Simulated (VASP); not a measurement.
# Ti (P6/mmm) in VASP: notebook, part 2 of 2

VASP 6.6.1.

### 3 Relaxation of cell and atoms, r2SCAN, target pressure 40 GPa, at which the enthalpy is minimised

Input file POSCAR:

```
Ti
1.0
    4.6000000000      0.0000000000      0.0000000000
   -2.3000000000      3.9837170000      0.0000000000
    0.0000000000      0.0000000000      2.8200000000
Ti
3
Direct
    0.0000000000      0.0000000000      0.0000000000
    0.3333333333      0.6666666667      0.5000000000
    0.6666666667      0.3333333333      0.5000000000
```

Input file INCAR.step1:

```
  PREC = Accurate
  ENCUT = 600
  ISMEAR = 1
  SIGMA = 0.05
  LREAL = False
  LASPH = True
  NELM = 80
  GGA = PE
  ALGO = Normal
  EDIFF = 1E-4
  LWAVE = True
  LCHARG = False
```

Input file INCAR.step2:

```
  PREC = Accurate
  ENCUT = 600
  EDIFF = 1E-7
  ISMEAR = 1
  SIGMA = 0.05
  LREAL = False
  LASPH = True
  NELM = 80
  ALGO = Normal
  ISIF = 3
  LWAVE = False
  LCHARG = False
  METAGGA = R2SCAN
  LMIXTAU = True
  IBRION = 2
  NSW = 80
  EDIFFG = -0.01
  PSTRESS = 400.0
  ISTART = 1
```

Input file KPOINTS:

```
Automatic mesh
0
Gamma
  8 8 11
```

Potentials or basis: VASP PAW PBE potentials, release 64 (Ti_sv).

Command:

```
$ cat potpaw_PBE.64/Ti_sv/POTCAR > POTCAR
$ cp INCAR.step1 INCAR
$ mpirun -np 1 vasp_std > vasp.out
$ cp INCAR.step2 INCAR
$ mpirun -np 1 vasp_std > vasp.out
```

OUTCAR:

```text
PREC = Accurate
   ENCUT = 600
   EDIFF = 1E-7
   ISMEAR = 1
   LREAL = False
   LASPH = True
   NELM = 80
   ISIF = 3
   METAGGA = R2SCAN
   IBRION = 2
   NSW = 80
   EDIFFG = -0.01
   PSTRESS = 400.0
   ISTART = 1

 ion  position               nearest neighbor table
   1  0.000  0.000  0.000-
   2  0.333  0.667  0.500-   3 2.66   3 2.66   3 2.66
   3  0.667  0.333  0.500-   2 2.66   2 2.66   2 2.66

  LATTYP: Found a hexagonal cell.
 ALAT       =     4.6000000000
 C/A-ratio  =     0.6130434783

  Lattice vectors:

 A1 = (   4.6000000000,   0.0000000000,   0.0000000000)
 A2 = (  -2.3000000000,   3.9837170000,   0.0000000000)
 A3 = (   0.0000000000,   0.0000000000,   2.8200000000)

Analysis of symmetry for initial positions (statically):
=====================================================================
 Subroutine PRICEL returns:
 Original cell was already a primitive cell.

 Routine SETGRP: Setting up the symmetry group for a
 hexagonal supercell.

 Subroutine GETGRP returns: Found 24 space group operations
 (whereof 24 operations were pure point group operations)
 out of a pool of 24 trial point group operations.

The static configuration has the point symmetry D_6h.

Analysis of symmetry for dynamics (positions and initial velocities):
=====================================================================
 Subroutine PRICEL returns:
 Original cell was already a primitive cell.

 Routine SETGRP: Setting up the symmetry group for a
 hexagonal supercell.

 Subroutine GETGRP returns: Found 24 space group operations
 (whereof 24 operations were pure point group operations)
 out of a pool of 24 trial point group operations.

The dynamic configuration has the point symmetry D_6h.

 Subroutine INISYM returns: Found 24 space group operations
 (whereof 24 operations are pure point group operations),
 and found     1 'primitive' translations

----------------------------------------------------------------------------------------

                                     Primitive cell

[... 93 lines left out ...]
   LREAL  =      F    real-space projection
   EDIFFG = -.1E-01   stopping-criterion for IOM
   NSW    =     80    number of steps for IOM
   IBRION =      2    ionic relax: 0-MD 1-quasi-New 2-CG
   NFREE  =      1    steps in history (QN), initial steepest desc. (CG)
   ISIF   =      3    stress and relaxation
   ISYM   =      2    0-nonsym 1-usesym 2-fastsym
   POTIM  = 0.5000    time-step for ionic-motion
   TEBEG  =    0.0;   TEEND  =   0.0 temperature during run
   PSTRESS=  400.0 pullay stress
   NELECT =      36.0000    total number of electrons
   NUPDOWN=      -1.0000    fix difference up-down
   EMIN   =  10.00;   EMAX   =-10.00  energy-range for DOS
   EFERMI =   0.00;   METHOD = LEGACY
   ISMEAR =     1;   SIGMA  =   0.05  broadening in eV -4-tet -1-fermi 0-gaus
   EFERMI_NEDOS =   21; number of points for ismear=-14 and -15
   IALGO  =     38    algorithm
   IMIX   =      4    mixing-type and parameters
     AMIX     =   0.40;   BMIX     =  1.00
     AMIX_MAG =   1.60;   BMIX_MAG =  1.00
  volume/ion in A,a.u.               =      17.23       116.24
  Fermi-wavevector in a.u.,A,eV,Ry     =   1.451255  2.742475 28.655806  2.106142
  Thomas-Fermi vector in A             =   2.568774
   LORBIT       =      0    0 simple, 1 ext, 2 COOP (PROOUT), +10 PAW based schemes
   METAGGA = R2SCAN    functional components
   LHFCALC =     F    Hartree Fock is set to
   AEXX    =    0.0000 exact exchange contribution
   IVDW    =     0    specifies the selected vdW correction
   LEPSILON=     F    determine dielectric tensor
   LRPA    =     F    only Hartree local field effects (RPA)
 conjugate gradient relaxation of ions
 non-spin polarized calculation
 Methfessel and Paxton  Order N= 1 SIGMA  =   0.05
  energy-cutoff  :      600.00
  volume of cell :       51.68
 maximum number of plane-waves:      1757
 NGX is ok and might be reduce to    40
   NGX = 19   NGY = 19   NGZ = 11

--------------------------------------- Ionic step        1  -------------------------------------------

 number of electron      35.9999997 magnetization

 Free energy of the ion-electron system (eV)
  ---------------------------------------------------
  ext. energy  EPLUGINS =         0.00000000
  ---------------------------------------------------
  free energy    TOTEN  =       -38.89645858 eV

  energy without entropy =      -38.89654711  energy(sigma->0) =      -38.89648809

 E-fermi :   8.3689     XC(G=0): -12.4421

 val. band max:        8.3426631447   @ k =   0.0000   0.0000   0.0000
 cond. band min:       8.3705367639   @ k =   0.3750   0.2500   0.3636
 fundamental gap:      0.0278736192
 Fermi energy:         8.3689055312

 k-point     1 :       0.0000    0.0000    0.0000
  band No.  band energies     occupation
      1     -50.9113      2.00000
      2     -50.6502      2.00000
      3     -50.4927      2.00000
      4     -26.1740      2.00000
      5     -26.1740      2.00000
      6     -26.0785      2.00000
[... 824 lines left out ...]
--------------------------------------- Ionic step        7  -------------------------------------------

 number of electron      35.9999999 magnetization

 Free energy of the ion-electron system (eV)
  ---------------------------------------------------
  ext. energy  EPLUGINS =         0.00000000
  ---------------------------------------------------
  free energy    TOTEN  =       -37.78432950 eV

  energy without entropy =      -37.78358689  energy(sigma->0) =      -37.78408196

 E-fermi :  11.2187     XC(G=0): -13.7387

 val. band max:       11.2138506053   @ k =   0.3750   0.0000   0.0000
 cond. band min:      11.2300174880   @ k =   0.3750   0.2500   0.1818
 fundamental gap:      0.0161668827
 Fermi energy:        11.2186578292

 k-point     1 :       0.0000    0.0000    0.0000
  band No.  band energies     occupation
      1     -47.6821      2.00000
      2     -47.3481      2.00000
      3     -47.0554      2.00000
      4     -23.1540      2.00000
      5     -23.1540      2.00000
      6     -23.0261      2.00000
[... 625 lines left out ...]
  energy  without entropy=      -37.7835868877  energy(sigma->0) =      -37.78408196

  enthalpy is  TOTEN    =       -27.6206414279 eV   P V=       10.1636880755

 reached required accuracy - stopping structural energy minimisation
```

Wall time 58 min (1 thread of Oxide Virtual Turin-like, shared host); peak memory 0.23 GiB.

What came out:

```
Free energy                                                : -37.7843 eV
Relaxed volume                                             : 13.57 Å³/atom
Relaxed cell                                               : a = 4.224 Å, b = 4.224 Å, c = 2.634 Å, α = 90.00°, β = 90.00°, γ = 120.00°
Space group after relaxing (to 0.1 Å)                      : P6/mmm (No. 191)
Energy change on relaxing (the run minimises the enthalpy) : +370.7 meV/atom
Ionic steps                                                : 7
Pressure after relaxing                                    : 40.1 GPa
Band gap on the k mesh                                     : zero (bands 18 and 19 overlap by 0.62 eV)
```

The path:
```csv
step,energy change (eV),largest force (eV/Å),pressure (GPa),volume (Å³)
1,0.0000,0.0000,-0.93,51.68
2,12.6745,0.0000,251.31,25.25
3,0.7271,0.0000,30.70,42.48
4,1.0233,0.0000,37.97,41.09
5,1.1123,0.0000,40.07,40.73
6,1.1125,0.0000,40.07,40.71
7,1.1121,0.0000,40.07,40.71
```

Final structure:
```xyz
3
Lattice="4.2245 0.0000 0.0000 -2.1122 3.6585 0.0000 0.0000 0.0000 2.6341" Properties=species:S:1:pos:R:3 pbc="T T T"
Ti    0.0000    0.0000    0.0000
Ti    0.0000    2.4390    1.3170
Ti    2.1122    1.2195    1.3170
```

Levels at points of the mesh, in eV from the Fermi level:
| k point | band 16 | band 17 | band 18 | band 19 | band 20 | band 21 |
| --- | --- | --- | --- | --- | --- | --- |
| (0.00, 0.00, 0.00) | -0.83 | -0.80 | -0.80 | 0.10 | 0.97 | 1.71 |
| (0.50, 0.00, 0.00) | -0.76 | -0.66 | -0.55 | -0.07 | 0.78 | 1.19 |

Caveat: the cell is relaxed towards a set pressure, so the run minimises the enthalpy, not the energy; the volume moved by over 15 % at a fixed basis, so the end points are rough; the PAW data sets were made with another functional, which shifts forces and pressure a little.
